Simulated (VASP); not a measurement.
BAs, 2 atoms in the cell. It takes space group F-43m (No. 216, cubic). Conventional cell: a = 4.828 Å, b = 4.828 Å, c = 4.828 Å, α = 90.00°, β = 90.00°, γ = 90.00°. As (site symmetry -43m) has 4 B at 2.09 Å within 2.8 Å. B (site symmetry -43m) has 4 As at 2.09 Å within 2.8 Å. 

```yaml
Program: VASP 6.6.1
Task: single point
Functional: HF
Potentials_or_basis: VASP PAW PBE potentials, release 64 (As, B)
Cutoff: 520 eV
k_mesh: 5 × 5 × 5
Occupations: fermi-dirac, width 0.05 eV
Spin: no spin polarisation
Dipole_correction: no
Grid_for_exact_exchange_PRECFOCK: Normal
Further_INCAR_settings: ALGO = Normal; EDIFF = 1e-06; NBANDS = 11
```

Potentials or basis: VASP PAW PBE potentials, release 64 (As, B).

Run with:

```bash
$ cat potpaw_PBE.64/As/POTCAR potpaw_PBE.64/B/POTCAR > POTCAR
$ cp INCAR.step1 INCAR
$ mpirun -np 1 vasp_std > vasp.out
$ cp INCAR.step2 INCAR
$ mpirun -np 1 vasp_std > vasp.out
```

Hardware: 1 thread of Intel(R) Xeon(R) Platinum 8375C CPU @ 2.90GHz (Ice Lake), on a shared host.

Question: Estimate the wall time of this run.

Answer: Run time: 4 min on 1 thread of Intel(R) Xeon(R) Platinum 8375C CPU @ 2.90GHz (Ice Lake) (shared host), peak memory 0.16 GiB. Counts: k points 10.
